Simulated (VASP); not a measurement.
# SiC (F-43m) in VASP: further runs

Runs on SiC. Level: PBEsol. Tasks: relaxation of cell and atoms, single point.

All numbers are computed with VASP 6.6.1; they aren't measurements. Logs are shortened: lines on timing, memory, paths and dates and some standing lists are left out, and cuts for length are marked.

**Experimental background.**

“Insight into the structural, elastic and electronic properties of a new orthorhombic 6O-SiC polytype”, 2020, pmc:7200658 quotes, for a bulk crystal of SiC: band gap 2.4 eV (indirect).

The runs below are set against these values where they give the same quantity.

**1. The cell of the first run**

Symmetry: F-43m, No. 216, cubic system. The conventional cell has a = 4.358 Å, b = 4.358 Å, c = 4.358 Å, α = 90.00°, β = 90.00°, γ = 90.00°. Within 2.5 Å of Si (site symmetry -43m) lie 4 C at 1.89 Å. C (site symmetry -43m) has 4 Si at 1.89 Å within 2.5 Å.

**2. Relaxation of cell and atoms, PBEsol**

Contents of INCAR:

```
ALGO = Normal
EDIFF = 1E-6
EDIFFG = -0.005
ENCUT = 600
GGA = PS
IBRION = 2
ISIF = 3
ISMEAR = 0
LASPH = True
LCHARG = False
LREAL = False
LWAVE = False
NELM = 100
NSW = 100
PREC = Accurate
SIGMA = 0.02
```

Contents of KPOINTS:

```
k-points
0
Gamma
  10 10 10
```

Contents of POSCAR:

```
SiC
1.0
    0.0000000000      2.1790000000      2.1790000000
    2.1790000000      0.0000000000      2.1790000000
    2.1790000000      2.1790000000      0.0000000000
Si C
1 1
Direct
    0.0000000000      0.0000000000      0.0000000000
    0.2500000000      0.2500000000      0.2500000000
```

Potentials or basis: VASP PAW PBE potentials, release 64 (Si, C).

On the command line:

```bash
$ cat potpaw_PBE.64/Si/POTCAR potpaw_PBE.64/C/POTCAR > POTCAR
$ mpirun -np 1 vasp_std > vasp.out
```

OUTCAR:

```text
EDIFF = 1E-6
   EDIFFG = -0.005
   ENCUT = 600
   GGA = PS
   IBRION = 2
   ISIF = 3
   ISMEAR = 0
   LASPH = True
   LREAL = False
   NELM = 100
   NSW = 100
   PREC = Accurate

 ion  position               nearest neighbor table
   1  0.000  0.000  0.000-   2 1.89   2 1.89   2 1.89   2 1.89
   2  0.250  0.250  0.250-   1 1.89   1 1.89   1 1.89   1 1.89

  LATTYP: Found a face centered cubic cell.
 ALAT       =     4.3580000000

  Lattice vectors:

 A1 = (   0.0000000000,   2.1790000000,   2.1790000000)
 A2 = (   2.1790000000,   0.0000000000,   2.1790000000)
 A3 = (   2.1790000000,   2.1790000000,   0.0000000000)

Analysis of symmetry for initial positions (statically):
=====================================================================
 Subroutine PRICEL returns:
 Original cell was already a primitive cell.

 Routine SETGRP: Setting up the symmetry group for a
 face centered cubic supercell.

 Subroutine GETGRP returns: Found 24 space group operations
 (whereof 24 operations were pure point group operations)
 out of a pool of 48 trial point group operations.

The static configuration has the point symmetry T_d .

Analysis of symmetry for dynamics (positions and initial velocities):
=====================================================================
 Subroutine PRICEL returns:
 Original cell was already a primitive cell.

 Routine SETGRP: Setting up the symmetry group for a
 face centered cubic supercell.

 Subroutine GETGRP returns: Found 24 space group operations
 (whereof 24 operations were pure point group operations)
 out of a pool of 48 trial point group operations.

The dynamic configuration has the point symmetry T_d .

 Subroutine INISYM returns: Found 24 space group operations
 (whereof 24 operations are pure point group operations),
 and found     1 'primitive' translations

----------------------------------------------------------------------------------------

                                     Primitive cell

  volume of cell :      20.6920

  direct lattice vectors                    reciprocal lattice vectors
     0.000000000  2.179000000  2.179000000    -0.229463056  0.229463056  0.229463056
     2.179000000  0.000000000  2.179000000     0.229463056 -0.229463056  0.229463056
     2.179000000  2.179000000  0.000000000     0.229463056  0.229463056 -0.229463056

  length of vectors
     3.081571352  3.081571352  3.081571352     0.397441672  0.397441672  0.397441672

  position of ions in fractional coordinates (direct lattice)
     0.000000000  0.000000000  0.000000000
     0.250000000  0.250000000  0.250000000

  ion indices of the primitive-cell ions
   primitive index   ion index
                 1           1
                 2           2

----------------------------------------------------------------------------------------

 KPOINTS: k-points

Automatic generation of k-mesh.
 Grid dimensions read from file:
 generate k-points for:   10   10   10

 Generating k-lattice:

  Cartesian coordinates                     Fractional coordinates (reciprocal lattice)
    -0.022946306  0.022946306  0.022946306     0.100000000  0.000000000  0.000000000
     0.022946306 -0.022946306  0.022946306     0.000000000  0.100000000  0.000000000
     0.022946306  0.022946306 -0.022946306     0.000000000  0.000000000  0.100000000

  Length of vectors
     0.039744167  0.039744167  0.039744167

  Shift w.r.t. Gamma in fractional coordinates (k-lattice)
     0.000000000  0.000000000  0.000000000

 Subroutine IBZKPT returns following result:
 ===========================================

 Found     47 irreducible k-points:

 Following reciprocal coordinates:
            Coordinates               Weight
  0.000000  0.000000  0.000000      1.000000
  0.100000  0.000000  0.000000      8.000000
  0.200000  0.000000  0.000000      8.000000
  0.300000  0.000000  0.000000      8.000000
  0.400000  0.000000  0.000000      8.000000
  0.500000  0.000000  0.000000      4.000000
[... 16 lines left out ...]
  0.300000  0.300000  0.000000      6.000000
  0.400000  0.300000  0.000000     24.000000
 [... further k-points ...]
   k-points           NKPTS =     47   k-points in BZ     NKDIM =     47   number of bands    NBANDS=      8
   number of dos      NEDOS =    301   number of ions     NIONS =      2
   total plane-waves  NPLWV =  21952
   dimension x,y,z NGX =    28 NGY =   28 NGZ =   28
   dimension x,y,z NGXF=    56 NGYF=   56 NGZF=   56
   ions per type =               1   1
   NGX,Y,Z   is equivalent  to a cutoff of  15.11, 15.11, 15.11 a.u.
   NGXF,Y,Z  is equivalent  to a cutoff of  30.21, 30.21, 30.21 a.u.
 SYSTEM =  unknown system
   PREC   = accura    normal or accurate (medium, high low for compatibility)
   ISTART =      0    job   : 0-new  1-cont  2-samecut
   ICHARG =      2    charge: 1-file 2-atom 10-const
   ISPIN  =      1    spin polarized calculation?
   LNONCOLLINEAR =      F non collinear calculations
   LSORBIT =      F    spin-orbit coupling
   LASPH  =      T    aspherical Exc in radial PAW
   ENCUT  =  600.0 eV  44.10 Ry    6.64 a.u.   6.15  6.15  6.15*2*pi/ulx,y,z
   NELM   =    100;   NELMIN=  2; NELMDL= -5     # of ELM steps
   EDIFF  = 0.1E-05   stopping-criterion for ELM
   LREAL  =      F    real-space projection
   EDIFFG = -.5E-02   stopping-criterion for IOM
   NSW    =    100    number of steps for IOM
   IBRION =      2    ionic relax: 0-MD 1-quasi-New 2-CG
   NFREE  =      1    steps in history (QN), initial steepest desc. (CG)
   ISIF   =      3    stress and relaxation
   ISYM   =      2    0-nonsym 1-usesym 2-fastsym
   POTIM  = 0.5000    time-step for ionic-motion
   TEBEG  =    0.0;   TEEND  =   0.0 temperature during run
   PSTRESS=    0.0 pullay stress
   NELECT =       8.0000    total number of electrons
   NUPDOWN=      -1.0000    fix difference up-down
   EMIN   =  10.00;   EMAX   =-10.00  energy-range for DOS
   EFERMI =   0.00;   METHOD = LEGACY
   ISMEAR =     0;   SIGMA  =   0.02  broadening in eV -4-tet -1-fermi 0-gaus
   EFERMI_NEDOS =   21; number of points for ismear=-14 and -15
   IALGO  =     38    algorithm
   IMIX   =      4    mixing-type and parameters
     AMIX     =   0.40;   BMIX     =  1.00
     AMIX_MAG =   1.60;   BMIX_MAG =  1.00
  volume/ion in A,a.u.               =      10.35        69.82
  Fermi-wavevector in a.u.,A,eV,Ry     =   1.192626  2.253736 19.352338  1.422357
  Thomas-Fermi vector in A             =   2.328660
   LORBIT       =      0    0 simple, 1 ext, 2 COOP (PROOUT), +10 PAW based schemes
   GGA     = PS    functional components
   LHFCALC =     F    Hartree Fock is set to
   AEXX    =    0.0000 exact exchange contribution
   IVDW    =     0    specifies the selected vdW correction
   LEPSILON=     F    determine dielectric tensor
   LRPA    =     F    only Hartree local field effects (RPA)
 conjugate gradient relaxation of ions
 non-spin polarized calculation
 Gauss-broadening in eV      SIGMA  =   0.02
  energy-cutoff  :      600.00
  volume of cell :       20.69
 maximum number of plane-waves:       701
 NGX is ok and might be reduce to    28
   NGX = 13   NGY = 13   NGZ = 13

 number of electron       8.0000000 magnetization

 Free energy of the ion-electron system (eV)
  ---------------------------------------------------
  ext. energy  EPLUGINS =         0.00000000
  ---------------------------------------------------
  free energy    TOTEN  =       -15.91610820 eV

  energy without entropy =      -15.91610820  energy(sigma->0) =      -15.91610820

 E-fermi :   8.1959     XC(G=0): -11.5049

 val. band max:        8.0558600555   @ k =   0.0000   0.0000   0.0000
 cond. band min:       9.2901437799   @ k =   0.5000   0.5000   0.0000
 fundamental gap:      1.2342837245
 Fermi energy:         8.1958529689

 k-point     1 :       0.0000    0.0000    0.0000
  band No.  band energies     occupation
      1      -7.3681      2.00000
      2       8.0559      2.00000
      3       8.0559      2.00000
      4       8.0559      2.00000
      5      14.2427      0.00000
      6      15.2991      0.00000
      7      15.2991      0.00000
      8      15.2991      0.00000

 k-point     2 :       0.1000    0.0000    0.0000
  band No.  band energies     occupation
      1      -7.1720      2.00000
      2       7.0408      2.00000
      3       7.9210      2.00000
      4       7.9210      2.00000
      5      14.4944      0.00000
      6      15.5433      0.00000
      7      15.5433      0.00000
      8      15.5793      0.00000

 k-point     3 :       0.2000    0.0000    0.0000
  band No.  band energies     occupation
      1      -6.5918      2.00000
      2       4.9104      2.00000
      3       7.6124      2.00000
      4       7.6124      2.00000
      5      14.1963      0.00000
      6      15.9003      0.00000
      7      15.9003      0.00000
      8      16.7741      0.00000

 k-point     4 :       0.3000    0.0000    0.0000
  band No.  band energies     occupation
      1      -5.6623      2.00000
      2       2.5863      2.00000
      3       7.2953      2.00000
      4       7.2953      2.00000
      5      13.7879      0.00000
      6      15.7521      0.00000
      7      15.7521      0.00000
      8      17.7177      0.00000

 k-point     5 :       0.4000    0.0000    0.0000
  band No.  band energies     occupation
      1      -4.5074      2.00000
      2       0.5168      2.00000
      3       7.0762      2.00000
      4       7.0762      2.00000
      5      13.5199      0.00000
      6      15.3666      0.00000
      7      15.3666      0.00000
      8      17.9759      0.00000
[... 177 lines left out ...]
 k-point    22 :      -0.2000    0.2000    0.0000
  band No.  band energies     occupation
      1      -5.3507      2.00000
      2       3.2405      2.00000
      3       4.8032      2.00000
      4       7.4064      2.00000
      5      14.5344      0.00000
      6      15.9869      0.00000
      7      16.3631      0.00000
      8      17.1387      0.00000

 k-point    23 :       0.3000    0.3000    0.0000
  band No.  band energies     occupation
      1      -5.0843      2.00000
      2       3.6988      2.00000
      3       5.6732      2.00000
      4       5.6732      2.00000
      5      11.1127      0.00000
      6      13.5524      0.00000
      7      19.5263      0.00000
      8      19.5263      0.00000

 k-point    24 :       0.4000    0.3000    0.0000
  band No.  band energies     occupation
      1      -4.2085      2.00000
      2       2.4698      2.00000
      3       4.8720      2.00000
      4       5.4097      2.00000
      5      10.8127      0.00000
      6      13.5681      0.00000
      7      19.6090      0.00000
      8      19.9187      0.00000

 [... further k-points ...]
[... 5 lines left out ...]
  --------------------------------------------------------------------------------------
  -------------------------------------------------------------------------------------
  Total        0.0058220      0.0058220      0.0058220     -0.0000000     -0.0000000     -0.0000000
  in kB        0.4507972      0.4507972      0.4507972     -0.0000000     -0.0000000     -0.0000000
  external PRESSURE =       0.4507972 kB  Pullay stress =       0.0000000 kB

 VOLUME and BASIS-vectors are now :
 -----------------------------------------------------------------------------
  energy-cutoff  :      600.00
  volume of cell :       20.69
      direct lattice vectors                 reciprocal lattice vectors
     0.000000000  2.179000000  2.179000000    -0.229463056  0.229463056  0.229463056
     2.179000000  0.000000000  2.179000000     0.229463056 -0.229463056  0.229463056
     2.179000000  2.179000000  0.000000000     0.229463056  0.229463056 -0.229463056

 POSITION                                       TOTAL-FORCE (eV/Angst)
 -----------------------------------------------------------------------------------
      0.00000      0.00000      0.00000         0.000000      0.000000      0.000000
      1.08950      1.08950      1.08950        -0.000000     -0.000000     -0.000000
 -----------------------------------------------------------------------------------
    total drift:                               -0.000000     -0.000000     -0.000000

  FREE ENERGIE OF THE ION-ELECTRON SYSTEM (eV)
  ---------------------------------------------------
  free  energy   TOTEN  =       -15.9161082006 eV

  energy  without entropy=      -15.9161082006  energy(sigma->0) =      -15.91610820

 reached required accuracy - stopping structural energy minimisation
```

It took 11 s on 1 thread of Intel Xeon 8259CL, shared host; peak memory 0.15 GiB.

Results:

```
Free energy             : -15.9161 eV
Pressure after relaxing : 0.0 GPa
Band gap on the k mesh  : 1.23 eV, indirect (least direct gap 4.44 eV)
```

Final structure:
```xyz
2
Lattice="0.0000 2.1790 2.1790 2.1790 0.0000 2.1790 2.1790 2.1790 0.0000" Properties=species:S:1:pos:R:3 pbc="T T T"
Si    0.0000    0.0000    0.0000
C     1.0895    1.0895    1.0895
```

Caveat: the relaxation stopped at its first step, so nothing moved; the PAW data sets were made with another functional, which shifts forces and pressure a little.

**3. Single point, PBEsol**

Contents of INCAR:

```
ALGO = Normal
EDIFF = 1E-6
ENCUT = 600
GGA = PS
GGA_COMPAT = F
ISIF = 2
ISMEAR = 0
LASPH = T
LCHARG = F
LREAL = F
LWAVE = F
NBANDS = 11
NELM = 120
PREC = Accurate
SIGMA = 0.02
```

KPOINTS is that of step 2.

Contents of POSCAR:

```
SiC
1.0
    0.0000000000      2.1783889703      2.1783889703
    2.1783889703      0.0000000000      2.1783889703
    2.1783889703      2.1783889703      0.0000000000
Si C
1 1
Direct
    0.0000000000      0.0000000000      0.0000000000
    0.2500000000      0.2500000000      0.2500000000
```

Potentials or basis: VASP PAW PBE potentials, release 64 (Si, C).

On the command line:

```bash
$ cat potpaw_PBE.64/Si/POTCAR potpaw_PBE.64/C/POTCAR > POTCAR
$ mpirun -np 1 vasp_std > vasp.out
```

Wall time 26 s (1 thread of AMD EPYC 7R13, shared host); peak memory 0.12 GiB.

Results (log left out):

- Free energy: -15.9161 eV
- Pressure: 0.2 GPa
- Band gap on the k mesh: 1.23 eV, indirect (least direct gap 4.44 eV)

Levels at points of the mesh, in eV from the valence-band top:
| k point | band 1 | band 2 | band 3 | band 4 | band 5 | band 6 | band 7 | band 8 |
| --- | --- | --- | --- | --- | --- | --- | --- | --- |
| (0.00, 0.00, 0.00) | -15.43 | 0.00 | 0.00 | 0.00 | 6.20 | 7.25 | 7.25 | 7.25 |
| (0.50, 0.00, 0.00) | -11.82 | -8.60 | -1.06 | -1.06 | 5.38 | 7.14 | 7.14 | 9.92 |
| (0.50, 0.50, 0.00) | -10.36 | -7.84 | -3.21 | -3.21 | 1.23 | 4.20 | 13.96 | 13.96 |

Caveat: the PAW data sets were made with another functional, which shifts forces and pressure a little.

**4. How close it comes**

Step 3. Against the measured gap of SiC, 2.4 eV (indirect; quoted in “Insight into the structural, elastic and electronic properties of a new orthorhombic 6O-SiC polytype”, 2020, pmc:7200658), the calculated 1.23 eV is off by -1.17 eV. The value is that of PBEsol on a finite k mesh, which can miss the band edges, without temperature or zero-point motion. Semilocal functionals fall short of measured gaps as a rule.
